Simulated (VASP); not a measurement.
**Be16H (a cell with a defect): single point with PBE**

System: Be16H (a cell with a defect).

```
CELL_PARAMETERS angstrom
-2.29000 -3.96640 0.00000
3.43500 -1.98320 0.00000
0.00000 0.00000 7.17686
ATOMIC_POSITIONS crystal
Be 0.74986 0.51179 0.99561
Be 0.48777 0.33635 0.25543
Be 0.74990 0.50009 0.50489
Be 0.49930 0.33312 0.75091
Be 0.49231 0.99242 0.99412
Be 0.24967 0.82752 0.24911
Be 0.49822 0.99824 0.50154
Be 0.24994 0.82622 0.74598
Be 0.24993 0.49758 0.99806
Be 0.01166 0.33592 0.25544
Be 0.24987 0.49867 0.50189
Be 0.00060 0.33313 0.75096
Be 0.00743 0.99228 0.99411
Be 0.74985 0.82955 0.25340
Be 0.00154 0.99822 0.50156
Be 0.74991 0.83806 0.74699
H 0.74952 0.18344 0.16452
```

```
Program             : VASP 6.6.1
Task                : single point
Functional          : PBE
Potentials or basis : VASP PAW PBE potentials, release 64 (Be, H)
Cutoff              : 520 eV
k mesh              : 4 × 4 × 3
Occupations         : gaussian, width 0.1 eV
Spin                : no spin polarisation
```

The pressure is 0.4 GPa, the largest force is 0.546 eV/Å and the band gap on the k mesh is zero (an odd number of electrons rules out a gap without spin polarisation).

Forces on the atoms (eV/Å):
```
Be   0.001 -0.001  0.059
Be  -0.042 -0.025  0.053
Be  -0.028  0.017  0.024
Be   0.003  0.008  0.040
Be   0.002  0.020  0.042
Be  -0.007  0.001  0.035
Be   0.004 -0.008  0.005
Be   0.000  0.001  0.013
Be   0.018 -0.007  0.029
Be   0.003  0.040  0.052
Be   0.018 -0.009  0.039
Be  -0.004 -0.003  0.038
Be  -0.015 -0.013  0.041
Be   0.016 -0.009  0.053
Be   0.010  0.002  0.005
Be   0.014 -0.007  0.020
H    0.008 -0.006 -0.546
```

Stress tensor (GPa, compression positive):
```
 0.36 -0.68  0.01
-0.68 -0.43  0.00
 0.01  0.00  1.36
```

Levels at points of the mesh, in eV from the Fermi level:
| k point | band 14 | band 15 | band 16 | band 17 | band 18 | band 19 |
| --- | --- | --- | --- | --- | --- | --- |
| (0.00, 0.00, 0.00) | -3.79 | -0.58 | 0.04 | 0.23 | 0.48 | 0.69 |
| (0.50, 0.00, 0.00) | -2.58 | -2.52 | -2.44 | -0.77 | 0.10 | 0.28 |
| (0.00, 0.50, 0.00) | -3.79 | -2.86 | -2.72 | -0.09 | 0.53 | 0.59 |
| (0.50, 0.50, 0.00) | -1.08 | -1.03 | -0.99 | 0.15 | 0.29 | 0.43 |

Run time: 6.6 min on 1 thread of Intel Xeon 8259CL, on a shared host, peak memory 0.26 GiB.

Caveat: the k points lie up to 0.40 Å⁻¹ apart, too coarse for converged energies and pressures of a metal.
